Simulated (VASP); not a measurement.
# Cr (P6/mmm) in VASP: further runs

Runs on Cr. Level: PBE. Tasks: single point.

Everything below comes from runs of VASP 6.6.1. Logs are shortened: lines on timing, memory, paths and dates and some standing lists are left out, and cuts for length are marked.

## (1) The cell of the first run

Symmetry: P6/mmm, No. 191, hexagonal system. Conventional cell: a = 4.233 Å, b = 4.233 Å, c = 2.291 Å, α = 90.00°, β = 90.00°, γ = 120.00°. Within 3.0 Å of Cr (site symmetry 6/mmm) lie 14 Cr at 2.29 to 2.70 Å. Within 3.0 Å of Cr (site symmetry -6m2) lie 11 Cr at 2.29 to 2.70 Å.

This isn't the form of Cr at room conditions, which is bcc.

## (2) Single point, PBE, collinear spin, ferromagnetic start

Contents of INCAR:

```
PREC = Accurate
ENCUT = 520
EDIFF = 1E-6
ISMEAR = 1
SIGMA = 0.05
LREAL = False
LASPH = True
NELM = 150
ALGO = Normal
ISIF = 2
LWAVE = False
LCHARG = False
ISPIN = 2
MAGMOM = 2 2 2
LORBIT = 11
LMAXMIX = 4
GGA = PE
NBANDS = 29
```

Contents of KPOINTS:

```
regular mesh
0
Gamma
  12 12 18
```

Contents of POSCAR:

```
Cr
1.0
    4.2331483111      0.0000000000      0.0000000000
   -2.1165741556      3.6660139754      0.0000000000
    0.0000000000      0.0000000000      2.2910902838
Cr
3
Direct
    0.0000000000      0.0000000000      0.0000000000
    0.3333333333      0.6666666667      0.5000000000
    0.6666666667      0.3333333333      0.5000000000
```

Potentials or basis: VASP PAW PBE potentials, release 64 (Cr_pv).

Started as:

```
> cat potpaw_PBE.64/Cr_pv/POTCAR > POTCAR
> mpirun -np 1 vasp_std > vasp.out
```

OUTCAR:

```text
PREC = Accurate
   ENCUT = 520
   EDIFF = 1E-6
   ISMEAR = 1
   LREAL = False
   LASPH = True
   NELM = 150
   ISIF = 2
   ISPIN = 2
   LORBIT = 11
   GGA = PE

 ion  position               nearest neighbor table
   1  0.000  0.000  0.000-   2 2.70   3 2.70   2 2.70   3 2.70   3 2.70   3 2.70   2 2.70   2 2.70
                             3 2.70   3 2.70   2 2.70   2 2.70
   2  0.333  0.667  0.500-   3 2.44   3 2.44   3 2.44   1 2.70   1 2.70   1 2.70   1 2.70   1 2.70
                             1 2.70
   3  0.667  0.333  0.500-   2 2.44   2 2.44   2 2.44   1 2.70   1 2.70   1 2.70   1 2.70   1 2.70
                             1 2.70

  LATTYP: Found a hexagonal cell.
 ALAT       =     4.2331483111
 C/A-ratio  =     0.5412260841

  Lattice vectors:

 A1 = (   4.2331483111,   0.0000000000,   0.0000000000)
 A2 = (  -2.1165741556,   3.6660139754,   0.0000000000)
 A3 = (   0.0000000000,   0.0000000000,   2.2910902838)

Analysis of symmetry for initial positions (statically):
=====================================================================
 Subroutine PRICEL returns:
 Original cell was already a primitive cell.

 Routine SETGRP: Setting up the symmetry group for a
 hexagonal supercell.

 Subroutine GETGRP returns: Found 24 space group operations
 (whereof 24 operations were pure point group operations)
 out of a pool of 24 trial point group operations.

The static configuration has the point symmetry D_6h.

Analysis of symmetry for dynamics (positions and initial velocities):
=====================================================================
 Subroutine PRICEL returns:
 Original cell was already a primitive cell.

 Routine SETGRP: Setting up the symmetry group for a
 hexagonal supercell.

 Subroutine GETGRP returns: Found 24 space group operations
 (whereof 24 operations were pure point group operations)
 out of a pool of 24 trial point group operations.

The dynamic configuration has the point symmetry D_6h.

Analysis of structural, dynamic, and magnetic symmetry:
=====================================================================
 Subroutine PRICEL returns:
 Original cell was already a primitive cell.

 Routine SETGRP: Setting up the symmetry group for a
 hexagonal supercell.

 Subroutine GETGRP returns: Found 24 space group operations
 (whereof 24 operations were pure point group operations)
 out of a pool of 24 trial point group operations.

The overall configuration has the point symmetry D_6h.

 Subroutine INISYM returns: Found 24 space group operations
[... 124 lines left out ...]
   GGA     = PE    functional components
   LHFCALC =     F    Hartree Fock is set to
   AEXX    =    0.0000 exact exchange contribution
   IVDW    =     0    specifies the selected vdW correction
   LEPSILON=     F    determine dielectric tensor
   LRPA    =     F    only Hartree local field effects (RPA)
 spin polarized calculation
 Methfessel and Paxton  Order N= 1 SIGMA  =   0.05
  energy-cutoff  :      520.00
  volume of cell :       35.55
 maximum number of plane-waves:       975
 NGX is ok and might be reduce to    32
   NGX = 15   NGY = 15   NGZ =  9

 number of electron      35.9999986 magnetization       0.4948656

 Free energy of the ion-electron system (eV)
  ---------------------------------------------------
  ext. energy  EPLUGINS =         0.00000000
  ---------------------------------------------------
  free energy    TOTEN  =       -27.51204698 eV

  energy without entropy =      -27.51166827  energy(sigma->0) =      -27.51192074

 E-fermi :  10.5564     XC(G=0): -13.4931

 val. band max:       10.5548502925   @ k =   0.4167   0.1667   0.2778
 cond. band min:      10.5564287557   @ k =   0.1667  -0.0000   0.2778
 fundamental gap:      0.0015784632
 Fermi energy:        10.5563741749

 spin component 1

 k-point     1 :       0.0000    0.0000    0.0000
  band No.  band energies     occupation
      1     -32.7105      1.00000
      2     -32.7105      1.00000
      3     -32.6261      1.00000
      4     -32.6261      1.00000
      5     -32.1417      1.00000
      6     -32.1417      1.00000
[... 757 lines left out ...]
     28      17.7696      0.00000
     29      17.8527      0.00000

 [... further k-points ...]

 spin component 2

 k-point     1 :       0.0000    0.0000    0.0000
  band No.  band energies     occupation
      1     -32.5222      1.00000
      2     -32.5222      1.00000
      3     -32.4784      1.00000
      4     -32.4784      1.00000
      5     -31.9362      1.00000
      6     -31.9362      1.00000
[... 757 lines left out ...]
     28      17.8599      0.00000
     29      18.1225      0.00000

 [... further k-points ...]

------------------------ aborting loop because EDIFF is reached ----------------------------------------

  FORCE on cell =-STRESS in cart. coord.  units (eV):
  Direction    XX          YY          ZZ          XY          YZ          ZX
  --------------------------------------------------------------------------------------
  -------------------------------------------------------------------------------------
  Total       -0.0534097     -0.0534097     -0.2431446      0.0000000     -0.0000000     -0.0000000
  in kB       -2.4067512     -2.4067512    -10.9565917      0.0000000     -0.0000000     -0.0000000
  external PRESSURE =      -5.2566981 kB  Pullay stress =       0.0000000 kB

 VOLUME and BASIS-vectors are now :
 -----------------------------------------------------------------------------
  energy-cutoff  :      520.00
  volume of cell :       35.55
      direct lattice vectors                 reciprocal lattice vectors
     4.233148311  0.000000000  0.000000000     0.236230797  0.136387914  0.000000000
    -2.116574156  3.666013975  0.000000000     0.000000000  0.272775829  0.000000000
     0.000000000  0.000000000  2.291090284     0.000000000  0.000000000  0.436473415

 POSITION                                       TOTAL-FORCE (eV/Angst)
 -----------------------------------------------------------------------------------
      0.00000      0.00000      0.00000         0.000000      0.000000     -0.000000
     -0.00000      2.44401      1.14555         0.000000      0.000000     -0.000000
      2.11657      1.22200      1.14555        -0.000000     -0.000000      0.000000
 -----------------------------------------------------------------------------------
    total drift:                               -0.000000      0.000000      0.000000

  FREE ENERGIE OF THE ION-ELECTRON SYSTEM (eV)
  ---------------------------------------------------
  free  energy   TOTEN  =       -27.5120469762 eV

  energy  without entropy=      -27.5116682693  energy(sigma->0) =      -27.51192074

 total charge

# of ion       s       p       d       tot
------------------------------------------
    1        0.424   6.381   4.199  11.004
    2        0.436   6.363   4.273  11.073
    3        0.436   6.363   4.273  11.073
--------------------------------------------------
tot          1.297  19.108  12.746  33.150

 magnetization (x)

# of ion       s       p       d       tot
------------------------------------------
    1       -0.001  -0.002   0.065   0.062
    2        0.002   0.009   0.197   0.208
    3        0.002   0.009   0.197   0.208
--------------------------------------------------
tot          0.003   0.016   0.459   0.479
```

Run time: 6.5 min. Hardware: 1 thread of Intel Xeon Platinum 8488C (Sapphire Rapids), shared host; peak memory 0.35 GiB.

Results:

```yaml
Free_energy: -27.5120 eV
Pressure: -0.5 GPa
Net_moment: 0.49 μB per cell
Site_moments: Cr +0.06, +0.21 (each value once) μB
Valence_electrons_inside_the_program's_atomic_spheres: Cr 11.00, 11.07 (each value once)
```

## (3) Single point, PBE, collinear spin, ferromagnetic start

This run uses another cell than the first one, of 9.24 Å³/atom.

Contents of INCAR:

```
ALGO = Normal
EDIFF = 1E-6
ENCUT = 700
GGA = PE
GGA_COMPAT = False
ISIF = 2
ISMEAR = -1
ISPIN = 2
LASPH = True
LCHARG = False
LMAXMIX = 4
LORBIT = 11
LREAL = False
LWAVE = False
MAGMOM = 2 2 2
NBANDS = 32
NELM = 200
PREC = Accurate
SIGMA = 0.1
```

Contents of KPOINTS:

```
k-points
0
Gamma
  10 10 14
```

Contents of POSCAR:

```
Cr
1.0
    3.8869433344      0.0000000000      0.0000000000
   -1.9434716672      3.3661916706      0.0000000000
    0.0000000000      0.0000000000      2.1195680120
Cr
3
Direct
    0.0000000000      0.0000000000      0.0000000000
    0.3333333333      0.6666666667      0.5000000000
    0.6666666667      0.3333333333      0.5000000000
```

Potentials or basis: VASP PAW PBE potentials, release 64 (Cr_sv).

Started as:

```
> cat potpaw_PBE.64/Cr_sv/POTCAR > POTCAR
> mpirun -np 1 vasp_std > vasp.out
```

OUTCAR:

```text
EDIFF = 1E-6
   ENCUT = 700
   GGA = PE
   ISIF = 2
   ISMEAR = -1
   ISPIN = 2
   LASPH = True
   LORBIT = 11
   LREAL = False
   NELM = 200
   PREC = Accurate

 ion  position               nearest neighbor table
   1  0.000  0.000  0.000-   2 2.48   3 2.48   2 2.48   3 2.48   2 2.48   2 2.48   3 2.48   3 2.48
                             3 2.48   3 2.48   2 2.48   2 2.48
   2  0.333  0.667  0.500-   3 2.24   3 2.24   3 2.24   1 2.48   1 2.48   1 2.48   1 2.48   1 2.48
                             1 2.48
   3  0.667  0.333  0.500-   2 2.24   2 2.24   2 2.24   1 2.48   1 2.48   1 2.48   1 2.48   1 2.48
                             1 2.48

  LATTYP: Found a hexagonal cell.
 ALAT       =     3.8869433344
 C/A-ratio  =     0.5453045825

  Lattice vectors:

 A1 = (   3.8869433344,   0.0000000000,   0.0000000000)
 A2 = (  -1.9434716672,   3.3661916706,   0.0000000000)
 A3 = (   0.0000000000,   0.0000000000,   2.1195680120)

Analysis of symmetry for initial positions (statically):
=====================================================================
 Subroutine PRICEL returns:
 Original cell was already a primitive cell.
[... 1884 lines left out ...]

  FORCE on cell =-STRESS in cart. coord.  units (eV):
  Direction    XX          YY          ZZ          XY          YZ          ZX
  --------------------------------------------------------------------------------------
  -------------------------------------------------------------------------------------
  Total       16.6324891     16.6324891     16.6270302      0.0000000     -0.0000000     -0.0000000
  in kB      960.8894470    960.8894470    960.5740761      0.0000000     -0.0000000     -0.0000000
  external PRESSURE =     960.7843234 kB  Pullay stress =       0.0000000 kB

 VOLUME and BASIS-vectors are now :
 -----------------------------------------------------------------------------
  energy-cutoff  :      700.00
  volume of cell :       27.73
      direct lattice vectors                 reciprocal lattice vectors
     3.886943334  0.000000000  0.000000000     0.257271566  0.148535808  0.000000000
    -1.943471667  3.366191671  0.000000000     0.000000000  0.297071616  0.000000000
     0.000000000  0.000000000  2.119568012     0.000000000  0.000000000  0.471794250

 POSITION                                       TOTAL-FORCE (eV/Angst)
 -----------------------------------------------------------------------------------
      0.00000      0.00000      0.00000         0.000000      0.000000      0.000000
     -0.00000      2.24413      1.05978        -0.000000      0.000000     -0.000000
      1.94347      1.12206      1.05978        -0.000000      0.000000      0.000000
 -----------------------------------------------------------------------------------
    total drift:                                0.000000      0.000000     -0.000000

  FREE ENERGIE OF THE ION-ELECTRON SYSTEM (eV)
  ---------------------------------------------------
  free  energy   TOTEN  =       -25.9737560635 eV

  energy  without entropy=      -25.8519612525  energy(sigma->0) =      -25.91285866

 total charge

# of ion       s       p       d       tot
------------------------------------------
    1        2.242   6.061   3.774  12.077
    2        2.248   6.049   3.851  12.148
    3        2.248   6.049   3.851  12.148
--------------------------------------------------
tot          6.738  18.159  11.477  36.373

 magnetization (x)

# of ion       s       p       d       tot
------------------------------------------
    1        0.000   0.000   0.000   0.000
    2        0.000   0.000   0.000   0.000
    3        0.000   0.000   0.000   0.000
--------------------------------------------------
tot          0.000   0.000   0.000   0.000
```

Run time: 2.5 min. Hardware: 1 thread of Intel Xeon Platinum 8488C (Sapphire Rapids), shared host; peak memory 0.32 GiB.

Results:

```
Free energy                                           : -25.9738 eV
Pressure                                              : 96.1 GPa
Band gap on the k mesh                                : zero (filled and empty bands overlap)
Net moment                                            : 0.00 μB per cell
Valence electrons inside the program's atomic spheres : Cr 12.08, 12.15 (each value once)
```

Caveat: the cell stands under pressure; the moments typed at the start vanished in this run.

## (4) Single point, PBE, collinear spin, ferromagnetic start

This run uses another cell than the first one, of 10.43 Å³/atom.

Changes to INCAR since step 3:

```diff
@@ -9,3 +9,4 @@
 LASPH = True
-LCHARG = False
+LCHARG = True
+LELF = True
 LMAXMIX = 4
@@ -13,2 +14,3 @@
 LREAL = False
+LVHAR = True
 LWAVE = False
```

KPOINTS is that of step 3.

Contents of POSCAR:

```
Cr
1.0
    4.0511454749      0.0000000000      0.0000000000
   -2.0255727374      3.5083948957      0.0000000000
    0.0000000000      0.0000000000      2.2013858326
Cr
3
Direct
    0.0000000000      0.0000000000      0.0000000000
    0.3333333333      0.6666666667      0.5000000000
    0.6666666667      0.3333333333      0.5000000000
```

Started as:

```
> cat potpaw_PBE.64/Cr_sv/POTCAR > POTCAR
> mpirun -np 1 vasp_std > vasp.out
```

Wall time 2.9 min (1 thread of Intel Xeon 6975P-C (Granite Rapids), shared host); peak memory 0.34 GiB.

It converged, with:

* Free energy: -27.4148 eV
* Pressure: 38.1 GPa
* Band gap on the k mesh: zero (filled and empty bands overlap)
* Net moment: 0.00 μB per cell
* Valence electrons inside the program's atomic spheres: Cr 11.91, 11.97 (each value once)

Levels at points of the mesh, in eV from the Fermi level:
Spin up:
| k point | band 18 | band 19 | band 20 | band 21 | band 22 | band 23 | band 24 | band 25 |
| --- | --- | --- | --- | --- | --- | --- | --- | --- |
| (0.00, 0.00, 0.00) | -2.37 | -2.37 | -2.10 | -0.42 | -0.42 | 1.49 | 1.49 | 1.55 |
| (0.50, 0.00, 0.00) | -2.39 | -2.06 | -1.96 | 0.68 | 0.79 | 1.63 | 1.65 | 1.72 |
| (0.00, 0.00, 0.50) | -1.78 | -1.09 | -1.09 | 0.08 | 0.08 | 1.85 | 1.85 | 2.33 |
| (0.50, 0.00, 0.50) | -1.74 | -1.56 | -0.21 | -0.16 | 1.02 | 1.16 | 1.82 | 1.84 |
Spin down:
| k point | band 19 | band 20 | band 21 | band 22 | band 23 | band 24 |
| --- | --- | --- | --- | --- | --- | --- |
| (0.00, 0.00, 0.00) | -2.37 | -2.10 | -0.42 | -0.42 | 1.49 | 1.49 |
| (0.50, 0.00, 0.00) | -2.06 | -1.96 | 0.68 | 0.79 | 1.63 | 1.65 |
| (0.00, 0.00, 0.50) | -1.09 | -1.09 | 0.08 | 0.08 | 1.85 | 1.85 |
| (0.50, 0.00, 0.50) | -1.56 | -0.21 | -0.16 | 1.02 | 1.16 | 1.82 |

Caveat: the cell stands under pressure; the moments typed at the start vanished in this run.
